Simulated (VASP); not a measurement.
# KBr (Pm-3m) in VASP: a series of runs, part 3 of 3

VASP 6.6.1. Earlier steps stand in the parts before.

## Step 5: Single point, r2SCAN

This run uses another cell than the first one, of 31.43 Å³/atom, 1.064 times its volume.

The input, POSCAR:

```
KBr
1.0
    3.9762553149      0.0000000000      0.0000000000
    0.0000000000      3.9762553149      0.0000000000
    0.0000000000      0.0000000000      3.9762553149
K Br
1 1
Direct
    0.0000000000      0.0000000000      0.0000000000
    0.5000000000      0.5000000000      0.5000000000
```

The input, INCAR.step1:

```
PREC = Accurate ; ENCUT = 520
ISMEAR = 0 ; SIGMA = 0.01
LREAL = F ; LASPH = T
NELM = 60 ; NBANDS = 15
GGA = PE ; ALGO = Normal
EDIFF = 1E-4 ; LWAVE = T
LCHARG = F
```

The input, INCAR.step2:

```
PREC = Accurate ; ENCUT = 520
EDIFF = 1E-6 ; ISMEAR = 0
SIGMA = 0.01 ; LREAL = F
LASPH = T ; NELM = 60
ALGO = Normal ; ISIF = 2
LWAVE = F ; LCHARG = F
METAGGA = R2SCAN ; LMIXTAU = T
NBANDS = 15 ; ISTART = 1
```

The input, KPOINTS:

```
Automatic mesh
0
Gamma
  6 6 6
```

On the command line:

```bash
cat potpaw_PBE.64/K_sv/POTCAR potpaw_PBE.64/Br/POTCAR > POTCAR
cp INCAR.step1 INCAR
mpirun -np 1 vasp_std > vasp.out
cp INCAR.step2 INCAR
mpirun -np 1 vasp_std > vasp.out
```

It took 96 s on 1 thread of AMD EPYC 7R43 (Zen 3), shared host; peak memory 0.14 GiB.

The run converged. Its results:

```
Free energy            : -23.1437 eV
Pressure               : 0.0 GPa
Band gap on the k mesh : 4.77 eV, indirect (least direct gap 5.05 eV)
```

Levels at points of the mesh, in eV from the valence-band top:
```tsv
k point	band 6	band 7	band 8	band 9	band 10	band 11
(0.00, 0.00, 0.00)	-0.28	-0.28	-0.28	4.77	6.35	6.35
(0.50, 0.00, 0.00)	-2.09	-0.26	-0.26	7.40	7.78	8.67
(0.50, 0.50, 0.00)	-1.50	-1.50	0.00	5.84	7.27	8.79
(0.50, 0.50, 0.50)	-1.56	-1.56	-1.56	8.15	8.15	8.15
```

Caveat: the PAW data sets were made with another functional, which shifts forces and pressure a little.

## Step 6: Single point, r2SCAN (volume changed by +3%)

The input, POSCAR:

```
KBr
1.0
    4.0156267399      0.0000000000      0.0000000000
    0.0000000000      4.0156267399      0.0000000000
    0.0000000000      0.0000000000      4.0156267399
K Br
1 1
Direct
    0.0000000000      0.0000000000      0.0000000000
    0.5000000000      0.5000000000      0.5000000000
```

The input, INCAR.step1:

```
ALGO = Normal ; EDIFF = 1E-4
ENCUT = 520 ; GGA = PE
ISMEAR = 0 ; LASPH = True
LCHARG = False ; LREAL = False
LWAVE = True ; NBANDS = 15
NELM = 100 ; PREC = Accurate
SIGMA = 0.01
```

The input, INCAR.step2:

```
ALGO = Normal ; EDIFF = 1E-6
ENCUT = 520 ; ISIF = 2
ISMEAR = 0 ; ISTART = 1
LASPH = True ; LCHARG = True
LELF = True ; LMIXTAU = True
LREAL = False ; LVHAR = True
LWAVE = False ; METAGGA = R2SCAN
NBANDS = 15 ; NELM = 100
PREC = Accurate ; SIGMA = 0.01
```

The input, KPOINTS:

```
k-points
0
Gamma
  6 6 6
```

Potentials or basis: VASP PAW PBE potentials, release 64 (K_sv, Br).

On the command line:

```bash
cat potpaw_PBE.64/K_sv/POTCAR potpaw_PBE.64/Br/POTCAR > POTCAR
cp INCAR.step1 INCAR
mpirun -np 1 vasp_std > vasp.out
cp INCAR.step2 INCAR
mpirun -np 1 vasp_std > vasp.out
```

Wall time 1.8 min (1 thread of AMD EPYC 7R43 (Zen 3), shared host); peak memory 0.14 GiB.

It converged, with:

```
Free energy            : -23.1407 eV
Pressure               : -0.5 GPa
Band gap on the k mesh : 4.67 eV, indirect (least direct gap 4.94 eV)
```

Levels at points of the mesh, in eV from the valence-band top:
```tsv
k point	band 4	band 5	band 6	band 7	band 8	band 9	band 10	band 11	band 12	band 13
(0.00, 0.00, 0.00)	-12.44	-12.44	-0.27	-0.27	-0.27	4.67	6.39	6.39	10.50	10.50
(0.50, 0.00, 0.00)	-12.42	-12.23	-2.00	-0.24	-0.24	7.28	7.78	8.51	9.59	10.54
(0.50, 0.50, 0.00)	-12.58	-12.40	-1.44	-1.44	0.00	5.84	7.24	8.78	8.78	11.24
(0.50, 0.50, 0.50)	-12.55	-12.55	-1.48	-1.48	-1.48	8.08	8.08	8.08	10.29	10.29
```

Caveat: the cell differs from its parent crystal (volume changed by +3%); the PAW data sets were made with another functional, which shifts forces and pressure a little. A k mesh can miss the band edges.

## Step 7: Single point, r2SCAN (volume changed by +6%)

The input, POSCAR:

```
KBr
1.0
    4.0542409043      0.0000000000      0.0000000000
    0.0000000000      4.0542409043      0.0000000000
    0.0000000000      0.0000000000      4.0542409043
K Br
1 1
Direct
    0.0000000000      0.0000000000      0.0000000000
    0.5000000000      0.5000000000      0.5000000000
```

The input, INCAR.step1:

```
SYSTEM = KBr
ALGO = Normal
EDIFF = 1E-4
ENCUT = 520
GGA = PE
ISMEAR = 0
LASPH = .TRUE.
LCHARG = .FALSE.
LREAL = .FALSE.
LWAVE = .TRUE.
NBANDS = 15
NELM = 80
PREC = Accurate
SIGMA = 0.01
```

The input, INCAR.step2:

```
SYSTEM = KBr
ALGO = Normal
EDIFF = 1E-6
ENCUT = 520
ISIF = 2
ISMEAR = 0
ISTART = 1
LASPH = .TRUE.
LCHARG = .FALSE.
LMIXTAU = .TRUE.
LREAL = .FALSE.
LWAVE = .FALSE.
METAGGA = R2SCAN
NBANDS = 15
NELM = 80
PREC = Accurate
SIGMA = 0.01
```

The input, KPOINTS:

```
k-points
0
G
  6 6 6
  0 0 0
```

On the command line:

```bash
cat potpaw_PBE.64/K_sv/POTCAR potpaw_PBE.64/Br/POTCAR > POTCAR
cp INCAR.step1 INCAR
mpirun -np 1 vasp_std > vasp.out
cp INCAR.step2 INCAR
mpirun -np 1 vasp_std > vasp.out
```

Wall time 1.9 min (1 thread of AMD EPYC 7R43 (Zen 3), shared host); peak memory 0.15 GiB.

Results (log left out):

| Quantity | Value |
| --- | --- |
| Free energy | -23.1322 eV |
| Pressure | -1.0 GPa |
| Band gap on the k mesh | 4.57 eV, indirect (least direct gap 4.83 eV) |

Levels at points of the mesh, in eV from the valence-band top:
```tsv
k point	band 4	band 5	band 6	band 7	band 8	band 9	band 10	band 11	band 12	band 13
(0.00, 0.00, 0.00)	-12.48	-12.48	-0.26	-0.26	-0.26	4.57	6.43	6.43	10.44	10.44
(0.50, 0.00, 0.00)	-12.46	-12.28	-1.91	-0.23	-0.23	7.16	7.77	8.35	9.59	10.45
(0.50, 0.50, 0.00)	-12.61	-12.45	-1.38	-1.38	0.00	5.84	7.21	8.77	8.77	11.02
(0.50, 0.50, 0.50)	-12.58	-12.58	-1.41	-1.41	-1.41	8.01	8.01	8.01	10.17	10.17
```

Caveat: the cell differs from its parent crystal (volume changed by +6%); the PAW data sets were made with another functional, which shifts forces and pressure a little.

## Step 8: Summary

```csv
cell,gap on the mesh (eV),pressure (GPa)
"a = 3.895 Å, 2 atoms",5.01,1.4
"a = 3.936 Å, 2 atoms",4.89,0.6
"a = 3.976 Å, 2 atoms",4.77,0.0
"a = 4.016 Å, 2 atoms",4.67,-0.5
"a = 4.054 Å, 2 atoms",4.57,-1.0
```

Alike in all rows: task single point; level r2SCAN; potentials or basis VASP PAW PBE potentials, release 64 (K_sv, Br); no spin polarisation; k mesh 6 × 6 × 6; cutoff (eV) 520; smearing gaussian 0.01 eV.

Caveats: the PAW data sets were made with another functional, which shifts forces and pressure a little.

Total energies depend on the potentials used, so only differences within one code and one set of settings carry meaning.
